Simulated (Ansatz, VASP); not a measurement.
# PbI2 in VASP and in Ansatz

POSCAR

```
PbI2
1.0
    4.5657260587      0.0000000000      0.0000000000
   -2.2828630293      3.9540347535      0.0000000000
    0.0000000000      0.0000000000      7.0410820790
Pb I
1 2
Direct
    0.0000000000      0.0000000000      0.0000000000
    0.3333333333      0.6666666667      0.2667794131
    0.6666666667      0.3333333333      0.7332205869
```

File INCAR.step1:

```
PREC = Accurate
ENCUT = 400
EDIFF = 1E-5
ISMEAR = 0
SIGMA = 0.01
LREAL = False
LASPH = True
NELM = 120
ALGO = Normal
ISIF = 2
LWAVE = True
NBANDS = 21
GGA = PE
GGA_COMPAT = False
```

INCAR.step2

```
PREC = Accurate
ENCUT = 400
EDIFF = 1E-6
ISMEAR = 0
SIGMA = 0.01
LREAL = False
LASPH = True
NELM = 120
ALGO = Normal
ISIF = 2
LWAVE = False
LCHARG = True
GGA = PE
LHFCALC = True
AEXX = 0.75
PRECFOCK = Normal
LELF = True
LVHAR = True
NBANDS = 21
ISTART = 1
GGA_COMPAT = False
```

The input KPOINTS:

```
Automatic mesh
0
Gamma
  6 6 2
```

Input for Ansatz:

```yaml
crystal:
  lattice:
    - [4.5657260587, 0.0, 0.0]
    - [-2.2828630293, 3.9540347535, 0.0]
    - [0.0, 0.0, 7.041082079]
  atoms:
    - { symbol: Pb, position: [0.0, 0.0, 0.0] }
    - { symbol: I, position: [0.3333333333, 0.6666666667, 0.2667794131] }
    - { symbol: I, position: [0.6666666667, 0.3333333333, 0.7332205869] }
kpoints:
  mp_grid: { grid: [6, 6, 2] }
hamiltonian:
  xc: { exchange: pbe, correlation: pbe, exx: { coeff: 0.75 } }
scf:
  occupations: { method: fixed }
  n_extra_bands: 4
output:
  forces: true
  stress: true
  eigenvalues: true
```

Alike in both runs: task single point; functional PBE-based global hybrid with a share of 0.75 of exact exchange; k mesh 6 × 6 × 2; no spin polarisation.

|  | VASP | Ansatz |
| --- | --- | --- |
| version | VASP 6.6.1 | Ansatz 0.2.0 |
| potentials or method | VASP PAW PBE potentials, release 64 (Pb_d, I) | plane waves |
| plane-wave cutoff (eV) | 400 | 420 |
| occupations | gaussian, width 0.01 eV | fixed |
| valence electrons in the cell | 28 | 48 |

VASP gave:

| Property | Result |
| --- | --- |
| gap on the k mesh at the Fermi level (eV) | 6.52 |
| pressure (GPa) | -0.5 |
| traceless stress, the component that is largest in VASP (GPa) | -0.20 |
| rms of the force components (eV/Å) | 0.123 |

**Question.** Estimate Ansatz's values.

**Answer.** gap on the k mesh at the Fermi level (eV): 6.48; pressure (GPa): -0.2; traceless stress, the component that is largest in VASP (GPa): -0.23; rms of the force components (eV/Å): 0.119.

VASP's potentials were made for PBE, not for PBE-based global hybrid. Atom by atom the forces differ by 0.003 eV/Å (rms over components). VASP's potentials hold 28 valence electrons a cell and Ansatz's 48, so a difference there can come from the potentials and not from the codes. Ansatz's warnings: stress exchange threshold loose, stress scf threshold loose.

The k mesh is coarse, so the values compare programs but aren't converged. Spin-orbit coupling is off throughout.
